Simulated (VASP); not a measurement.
# PbS (Cmc2_1) in VASP: notebook

Aim: see how the results for PbS move with the level of theory and the settings. Levels: BLYP, PBEsol, LDA. Tasks: single point.

Everything below comes from runs of VASP 6.6.1. Logs are shortened: lines on timing, memory, paths and dates and some standing lists are left out, and cuts for length are marked.

## (1) The cell of the first run

The structure is orthorhombic, space group Cmc2_1 (No. 36). The conventional cell has a = 4.114 Å, b = 7.132 Å, c = 7.560 Å, α = 90.00°, β = 90.00°, γ = 90.00°. Pb (site symmetry m) has 6 S at 2.84 to 3.26 Å within 3.7 Å. Within 3.7 Å of S (site symmetry m) lie 6 Pb at 2.84 to 3.26 Å.

## (2) Single point, BLYP

The input, INCAR:

```
SYSTEM = PbS
AGGAC = 1.0
AGGAX = 1.0
ALDAC = 0.0
ALDAX = 1.0
ALGO = Normal
EDIFF = 1E-6
ENCUT = 520
GGA = B5
ISIF = 2
ISMEAR = -1
LASPH = .True.
LCHARG = .True.
LELF = .True.
LREAL = .False.
LVHAR = .True.
LWAVE = .False.
NBANDS = 28
NELM = 100
PREC = Accurate
SIGMA = 0.02
```

The input, KPOINTS:

```
k-points
0
Gamma
  4 4 2
  0 0 0
```

The input, POSCAR:

```
PbS
1.0
    2.0569418400     -3.5658292700      0.0000000000
    2.0569418400      3.5658292700      0.0000000000
    0.0000000000      0.0000000000      7.5599447400
Pb S
2 2
Direct
    0.0010316600      0.9989683400      0.4867318100
    0.9989683400      0.0010316600      0.9867318100
    0.6671454800      0.3328545200      0.6924681900
    0.3328545200      0.6671454800      0.1924681900
```

Potentials or basis: VASP PAW PBE potentials, release 64 (Pb_d, S).

Command:

```sh
cat potpaw_PBE.64/Pb_d/POTCAR potpaw_PBE.64/S/POTCAR > POTCAR
mpirun -np 1 vasp_std > vasp.out
```

OUTCAR:

```text
SYSTEM = PbS
   EDIFF = 1E-6
   ENCUT = 520
   GGA = B5
   ISIF = 2
   ISMEAR = -1
   LASPH = .True.
   LREAL = .False.
   NELM = 100
   PREC = Accurate

 ion  position               nearest neighbor table
   1  0.001  0.999  0.487-   3 2.84   3 2.84   3 2.84   4 3.25   4 3.26   4 3.26   2 3.78   2 3.78

   2  0.999  0.001  0.987-   4 2.84   4 2.84   4 2.84   3 3.25   3 3.26   3 3.26   1 3.78   1 3.78

   3  0.667  0.333  0.692-   1 2.84   1 2.84   1 2.84   2 3.25   2 3.26   2 3.26
   4  0.333  0.667  0.192-   2 2.84   2 2.84   2 2.84   1 3.25   1 3.26   1 3.26

  LATTYP: Found a base centered orthorhombic cell.
 ALAT       =     4.1138836800
 B/A-ratio  =     1.7335586260
 C/A-ratio  =     1.8376661394

  Lattice vectors:

 A1 = (   2.0569418400,  -3.5658292700,   0.0000000000)
 A2 = (   2.0569418400,   3.5658292700,   0.0000000000)
 A3 = (   0.0000000000,   0.0000000000,   7.5599447400)

Analysis of symmetry for initial positions (statically):
=====================================================================
 Subroutine PRICEL returns:
 Original cell was already a primitive cell.

 Routine SETGRP: Setting up the symmetry group for a
 base centered orthorhombic supercell.

 Subroutine GETGRP returns: Found  4 space group operations
 (whereof  2 operations were pure point group operations)
 out of a pool of  8 trial point group operations.

The static configuration has the point symmetry C_1h.
 The point group associated with its full space group is C_2v.

Analysis of symmetry for dynamics (positions and initial velocities):
=====================================================================
 Subroutine PRICEL returns:
 Original cell was already a primitive cell.

 Routine SETGRP: Setting up the symmetry group for a
 base centered orthorhombic supercell.

 Subroutine GETGRP returns: Found  4 space group operations
 (whereof  2 operations were pure point group operations)
 out of a pool of  8 trial point group operations.

The dynamic configuration has the point symmetry C_1h.
 The point group associated with its full space group is C_2v.

 Subroutine INISYM returns: Found  4 space group operations
 (whereof  2 operations are pure point group operations),
 and found     1 'primitive' translations

----------------------------------------------------------------------------------------

                                     Primitive cell

  volume of cell :     110.8999

  direct lattice vectors                    reciprocal lattice vectors
     2.056941840 -3.565829270  0.000000000     0.243079308 -0.140219837  0.000000000
     2.056941840  3.565829270  0.000000000     0.243079308  0.140219837  0.000000000
[... 82 lines left out ...]
   IBRION =     -1    ionic relax: 0-MD 1-quasi-New 2-CG
   NFREE  =      0    steps in history (QN), initial steepest desc. (CG)
   ISIF   =      2    stress and relaxation
   ISYM   =      2    0-nonsym 1-usesym 2-fastsym
   POTIM  = 0.5000    time-step for ionic-motion
   TEBEG  =    0.0;   TEEND  =   0.0 temperature during run
   PSTRESS=    0.0 pullay stress
   NELECT =      40.0000    total number of electrons
   NUPDOWN=      -1.0000    fix difference up-down
   EMIN   =  10.00;   EMAX   =-10.00  energy-range for DOS
   EFERMI =   0.00;   METHOD = LEGACY
   ISMEAR =    -1;   SIGMA  =   0.02  broadening in eV -4-tet -1-fermi 0-gaus
   EFERMI_NEDOS =   21; number of points for ismear=-14 and -15
   IALGO  =     38    algorithm
   IMIX   =      4    mixing-type and parameters
     AMIX     =   0.40;   BMIX     =  1.00
     AMIX_MAG =   1.60;   BMIX_MAG =  1.00
  volume/ion in A,a.u.               =      27.72       187.10
  Fermi-wavevector in a.u.,A,eV,Ry     =   1.165336  2.202165 18.476815  1.358008
  Thomas-Fermi vector in A             =   2.301863
   LORBIT       =      0    0 simple, 1 ext, 2 COOP (PROOUT), +10 PAW based schemes
   GGA     = B5    functional components
   LHFCALC =     F    Hartree Fock is set to
   AEXX    =    0.0000 exact exchange contribution
   IVDW    =     0    specifies the selected vdW correction
   LEPSILON=     F    determine dielectric tensor
   LRPA    =     F    only Hartree local field effects (RPA)
 non-spin polarized calculation
  energy-cutoff  :      520.00
  volume of cell :      110.90
 maximum number of plane-waves:      3040
 NGX is ok and might be reduce to    32
   NGX = 15   NGY = 15   NGZ = 29

 number of electron      39.9999996 magnetization

 Free energy of the ion-electron system (eV)
  ---------------------------------------------------
  ext. energy  EPLUGINS =         0.00000000
  ---------------------------------------------------
  free energy    TOTEN  =       -15.21157074 eV

  energy without entropy =      -15.21157074  energy(sigma->0) =      -15.21157074

 E-fermi :   5.7423     XC(G=0):  -8.8168

 val. band max:        5.4131404061   @ k =   0.0000   0.0000   0.0000
 cond. band min:       6.0926788613   @ k =   0.5000   0.5000   0.0000
 fundamental gap:      0.6795384552
 Fermi energy:         5.7422811949

 k-point     1 :       0.0000    0.0000    0.0000
  band No.  band energies     occupation
      1     -11.3355      2.00000
      2     -11.2942      2.00000
      3     -11.2938      2.00000
      4     -11.2805      2.00000
      5     -11.2802      2.00000
      6     -11.2549      2.00000
[... 423 lines left out ...]
     27      12.7770      0.00000
     28      12.7770      0.00000

------------------------ aborting loop because EDIFF is reached ----------------------------------------

  FORCE on cell =-STRESS in cart. coord.  units (eV):
  Direction    XX          YY          ZZ          XY          YZ          ZX
  --------------------------------------------------------------------------------------
  -------------------------------------------------------------------------------------
  Total        3.0481430      3.0224381      2.7643533      0.0000000      0.0000000      0.0000000
  in kB       44.0366977     43.6653379     39.9367724      0.0000000      0.0000000      0.0000000
  external PRESSURE =      42.5462693 kB  Pullay stress =       0.0000000 kB

 VOLUME and BASIS-vectors are now :
 -----------------------------------------------------------------------------
  energy-cutoff  :      520.00
  volume of cell :      110.90
      direct lattice vectors                 reciprocal lattice vectors
     2.056941840 -3.565829270  0.000000000     0.243079308 -0.140219837  0.000000000
     2.056941840  3.565829270  0.000000000     0.243079308  0.140219837  0.000000000
     0.000000000  0.000000000  7.559944740     0.000000000  0.000000000  0.132276099

 POSITION                                       TOTAL-FORCE (eV/Angst)
 -----------------------------------------------------------------------------------
      2.05694      3.55847      3.67967         0.000000      0.007585     -0.060243
      2.05694     -3.55847      7.45964         0.000000     -0.007585     -0.060243
      2.05694     -1.19202      5.23502         0.000000     -0.003484      0.060243
      2.05694      1.19202      1.45505         0.000000      0.003484      0.060243
 -----------------------------------------------------------------------------------
    total drift:                               -0.000000     -0.000000     -0.002992

  FREE ENERGIE OF THE ION-ELECTRON SYSTEM (eV)
  ---------------------------------------------------
  free  energy   TOTEN  =       -15.2115707401 eV

  energy  without entropy=      -15.2115707369  energy(sigma->0) =      -15.21157074
```

OSZICAR:

```text
N       E                     dE             d eps       ncg     rms          rms(c)
DAV:   1     0.424847644089E+03    0.42485E+03   -0.18718E+04   784   0.151E+03
DAV:   2     0.336118575311E+02   -0.39124E+03   -0.37989E+03   784   0.401E+02
DAV:   3    -0.141475926592E+02   -0.47759E+02   -0.46301E+02  1032   0.157E+02
DAV:   4    -0.165472815342E+02   -0.23997E+01   -0.23896E+01   924   0.361E+01
DAV:   5    -0.166468452559E+02   -0.99564E-01   -0.99553E-01  1100   0.770E+00    0.641E+00
DAV:   6    -0.151773780195E+02    0.14695E+01   -0.38984E+00  1080   0.141E+01    0.395E+00
DAV:   7    -0.152060627136E+02   -0.28685E-01   -0.56787E-01   856   0.318E+00    0.303E+00
DAV:   8    -0.152265930224E+02   -0.20530E-01   -0.13248E-01  1012   0.280E+00    0.206E+00
DAV:   9    -0.152109536140E+02    0.15639E-01   -0.49491E-02  1064   0.170E+00    0.217E-01
DAV:  10    -0.152114242813E+02   -0.47067E-03   -0.37485E-03   832   0.264E-01    0.748E-02
DAV:  11    -0.152115735424E+02   -0.14926E-03   -0.25002E-04   952   0.106E-01    0.407E-02
DAV:  12    -0.152115706392E+02    0.29032E-05   -0.53015E-05  1124   0.467E-02    0.145E-02
DAV:  13    -0.152115707401E+02   -0.10092E-06   -0.62520E-06   724   0.140E-02
   1 F= -.15211571E+02 E0= -.15211571E+02  d E =-.321862E-08
```

stdout:

```text
POSCAR found type information on POSCAR PbS
 POSCAR found :  2 types and       4 ions
 scaLAPACK will be used
 -----------------------------------------------------------------------------
|                                                                             |
|                                                                             |
|     You enforced a specific xc type in the INCAR file but a different       |
|     I HOPE YOU KNOW WHAT YOU ARE DOING!                                     |
|                                                                             |
 -----------------------------------------------------------------------------

 LDA part: xc-table for (Slater(with rela. corr.)+VWN5), standard interpolation
 POSCAR, INCAR and KPOINTS ok, starting setup
 FFT: planning ... GRIDC
 FFT: planning ... GRID_SOFT
 FFT: planning ... GRID
 WAVECAR not read
 entering main loop
```

Run time: 81 s. Hardware: 1 thread of Intel Xeon 8259CL, shared host; peak memory 0.24 GiB.

Results:

* Free energy: -15.2116 eV
* Pressure: 4.3 GPa
* Largest force: 0.061 eV/Å
* Band gap on the k mesh: 0.68 eV, indirect (least direct gap 1.14 eV)

Forces on the atoms (eV/Å):
```
Pb   0.000  0.008 -0.060
Pb   0.000 -0.008 -0.060
S    0.000 -0.003  0.060
S    0.000  0.003  0.060
```

Caveat: the k points lie up to 0.44 Å⁻¹ apart; the PAW data sets were made with another functional, which shifts forces and pressure a little; spin-orbit coupling is left out, which moves the levels of the heavy elements. A k mesh can miss the band edges.

## (3) Single point, PBEsol

The input, INCAR:

```
SYSTEM = PbS
PREC = Accurate
ENCUT = 520
EDIFF = 1E-6
ISMEAR = -1
SIGMA = 0.02
LREAL = .FALSE.
LASPH = .TRUE.
NELM = 60
ALGO = Normal
ISIF = 2
LWAVE = .FALSE.
LCHARG = .FALSE.
GGA = PS
NBANDS = 28
```

The input, KPOINTS:

```
Automatic mesh
0
G
  4 4 2
  0 0 0
```

POSCAR is that of step 2.

Potentials or basis: VASP PAW PBE potentials, release 64 (Pb_d, S).

Command:

```sh
cat potpaw_PBE.64/Pb_d/POTCAR potpaw_PBE.64/S/POTCAR > POTCAR
mpirun -np 1 vasp_std > vasp.out
```

OUTCAR:

```text
SYSTEM = PbS
   PREC = Accurate
   ENCUT = 520
   EDIFF = 1E-6
   ISMEAR = -1
   LREAL = .FALSE.
   LASPH = .TRUE.
   NELM = 60
   ISIF = 2
   GGA = PS

 ion  position               nearest neighbor table
   1  0.001  0.999  0.487-   3 2.84   3 2.84   3 2.84   4 3.25   4 3.26   4 3.26   2 3.78   2 3.78

   2  0.999  0.001  0.987-   4 2.84   4 2.84   4 2.84   3 3.25   3 3.26   3 3.26   1 3.78   1 3.78

   3  0.667  0.333  0.692-   1 2.84   1 2.84   1 2.84   2 3.25   2 3.26   2 3.26
   4  0.333  0.667  0.192-   2 2.84   2 2.84   2 2.84   1 3.25   1 3.26   1 3.26

[... 625 lines left out ...]
  --------------------------------------------------------------------------------------
  -------------------------------------------------------------------------------------
  Total       -1.0987236     -1.1237410     -1.5968125      0.0000000      0.0000000      0.0000000
  in kB      -15.8733228    -16.2347511    -23.0692423      0.0000000      0.0000000      0.0000000
  external PRESSURE =     -18.3924387 kB  Pullay stress =       0.0000000 kB

 VOLUME and BASIS-vectors are now :
 -----------------------------------------------------------------------------
  energy-cutoff  :      520.00
  volume of cell :      110.90
      direct lattice vectors                 reciprocal lattice vectors
     2.056941840 -3.565829270  0.000000000     0.243079308 -0.140219837  0.000000000
     2.056941840  3.565829270  0.000000000     0.243079308  0.140219837  0.000000000
     0.000000000  0.000000000  7.559944740     0.000000000  0.000000000  0.132276099

 POSITION                                       TOTAL-FORCE (eV/Angst)
 -----------------------------------------------------------------------------------
      2.05694      3.55847      3.67967         0.000000      0.005941      0.066463
      2.05694     -3.55847      7.45964         0.000000     -0.005941      0.066463
      2.05694     -1.19202      5.23502         0.000000     -0.003014     -0.066463
      2.05694      1.19202      1.45505         0.000000      0.003014     -0.066463
 -----------------------------------------------------------------------------------
    total drift:                               -0.000000     -0.000000     -0.002175

  FREE ENERGIE OF THE ION-ELECTRON SYSTEM (eV)
  ---------------------------------------------------
  free  energy   TOTEN  =       -18.6094961101 eV

  energy  without entropy=      -18.6094960759  energy(sigma->0) =      -18.60949609
```

OSZICAR:

```text
N       E                     dE             d eps       ncg     rms          rms(c)
DAV:   1     0.414409062149E+03    0.41441E+03   -0.18704E+04   784   0.151E+03
DAV:   2     0.290297200762E+02   -0.38538E+03   -0.37420E+03   784   0.400E+02
DAV:   3    -0.170571115858E+02   -0.46087E+02   -0.44715E+02  1016   0.154E+02
DAV:   4    -0.193998737021E+02   -0.23428E+01   -0.23325E+01   924   0.354E+01
DAV:   5    -0.194952341132E+02   -0.95360E-01   -0.95349E-01  1072   0.757E+00    0.612E+00
DAV:   6    -0.186090653605E+02    0.88617E+00   -0.22425E+00  1080   0.975E+00    0.385E+00
DAV:   7    -0.186118509990E+02   -0.27856E-02   -0.35098E-01   856   0.246E+00    0.229E+00
DAV:   8    -0.186127201632E+02   -0.86916E-03   -0.55199E-02  1016   0.183E+00    0.646E-01
DAV:   9    -0.186091863066E+02    0.35339E-02   -0.14209E-02  1072   0.887E-01    0.117E-01
DAV:  10    -0.186094477849E+02   -0.26148E-03   -0.10537E-03   836   0.171E-01    0.452E-02
DAV:  11    -0.186094975424E+02   -0.49757E-04   -0.91388E-05  1088   0.634E-02    0.178E-02
DAV:  12    -0.186094960025E+02    0.15399E-05   -0.73653E-06   796   0.145E-02    0.118E-02
DAV:  13    -0.186094961101E+02   -0.10766E-06   -0.26328E-06   728   0.104E-02
   1 F= -.18609496E+02 E0= -.18609496E+02  d E =-.342343E-07
```

stdout:

```text
POSCAR found type information on POSCAR PbS
 POSCAR found :  2 types and       4 ions
 scaLAPACK will be used
 -----------------------------------------------------------------------------
|                                                                             |
|                                                                             |
|     You enforced a specific xc type in the INCAR file but a different       |
|     I HOPE YOU KNOW WHAT YOU ARE DOING!                                     |
|                                                                             |
 -----------------------------------------------------------------------------

 LDA part: xc-table for (Slater+PW92), standard interpolation
 POSCAR, INCAR and KPOINTS ok, starting setup
 FFT: planning ... GRIDC
 FFT: planning ... GRID_SOFT
 FFT: planning ... GRID
 WAVECAR not read
 entering main loop
```

Wall time 47 s (1 thread of Intel Xeon 8259CL, shared host); peak memory 0.24 GiB.

Results:

* Free energy: -18.6095 eV
* Pressure: -1.8 GPa
* Largest force: 0.067 eV/Å
* Band gap on the k mesh: 0.58 eV, indirect (least direct gap 1.14 eV)

Forces on the atoms (eV/Å):
```
Pb   0.000  0.006  0.066
Pb   0.000 -0.006  0.066
S    0.000 -0.003 -0.066
S    0.000  0.003 -0.066
```

Caveat: the k points lie up to 0.44 Å⁻¹ apart; the PAW data sets were made with another functional, which shifts forces and pressure a little; spin-orbit coupling is left out, which moves the levels of the heavy elements. A k mesh can miss the band edges.

## (4) Single point, LDA

The input, INCAR:

```
SYSTEM = PbS
  PREC = Accurate
  ENCUT = 520
  EDIFF = 1E-6
  ISMEAR = -1
  SIGMA = 0.02
  LREAL = .False.
  LASPH = .True.
  NELM = 100
  ALGO = Normal
  ISIF = 2
  LWAVE = .False.
  LCHARG = .True.
  GGA = CA
  LELF = .True.
  LVHAR = .True.
  NBANDS = 28
```

The input, KPOINTS:

```
Automatic mesh
0
Gamma
  4 4 2
  0 0 0
```

POSCAR is that of step 3.

Potentials or basis: VASP PAW LDA potentials, release 64 (Pb_d, S).

Command:

```sh
cat potpaw_LDA.64/Pb_d/POTCAR potpaw_LDA.64/S/POTCAR > POTCAR
mpirun -np 1 vasp_std > vasp.out
```

Run time: 45 s. Hardware: 1 thread of Intel Xeon 8259CL, shared host; peak memory 0.21 GiB.

The run converged. Its results:

```yaml
Free_energy: -19.6156 eV
Pressure: -3.4 GPa
Largest_force: 0.128 eV/Å
Band_gap_on_the_k_mesh: 0.55 eV, indirect (least direct gap 1.14 eV)
```

Forces in eV/Å, atoms in the order of the input:
```
Pb   0.000  0.005  0.128
Pb   0.000 -0.005  0.128
S    0.000 -0.003 -0.128
S    0.000  0.003 -0.128
```

Stress tensor (GPa, compression positive):
```
-3.06  0.00  0.00
 0.00 -3.10  0.00
 0.00  0.00 -3.89
```

Levels at points of the mesh, in eV from the valence-band top:
```csv
k point,band 17,band 18,band 19,band 20,band 21,band 22,band 23,band 24
"(0.00, 0.00, 0.00)",-1.60,-1.25,-1.24,0.00,1.14,3.59,3.59,3.91
"(0.50, 0.00, 0.00)",-2.70,-1.59,-1.27,-0.68,0.55,2.56,2.90,4.04
"(0.50, 0.50, 0.00)",-2.70,-1.58,-1.27,-0.67,0.55,2.57,2.91,4.04
"(0.00, 0.00, 0.50)",-1.42,-1.42,-1.18,-1.18,2.71,2.71,3.65,3.65
"(0.50, 0.00, 0.50)",-2.23,-2.23,-2.18,-2.18,2.50,2.50,3.41,3.41
"(0.50, 0.50, 0.50)",-2.23,-2.23,-2.18,-2.18,2.49,2.49,3.41,3.41
```

Caveat: the k points lie up to 0.44 Å⁻¹ apart; spin-orbit coupling is left out, which moves the levels of the heavy elements. A k mesh can miss the band edges.

## (5) Overview

| level | potentials or basis | gap on the mesh (eV) | pressure (GPa) | largest force (eV/Å) |
| --- | --- | --- | --- | --- |
| BLYP | VASP PAW PBE potentials, release 64 (Pb_d, S) | 0.68 | 4.3 | 0.06 |
| PBEsol | VASP PAW PBE potentials, release 64 (Pb_d, S) | 0.58 | -1.8 | 0.07 |
| LDA | VASP PAW LDA potentials, release 64 (Pb_d, S) | 0.55 | -3.4 | 0.13 |

Alike in all rows: task single point; no spin polarisation; cell as given; k mesh 4 × 4 × 2; cutoff (eV) 520; smearing fermi-dirac 0.02 eV.

Caveats: all runs use coarse meshes; spin-orbit coupling is left out, which moves the levels of the heavy elements; the PAW data sets were made with another functional, which shifts forces and pressure a little (some runs).

Total energies depend on the potentials used, so only differences within one code and one set of settings carry meaning.
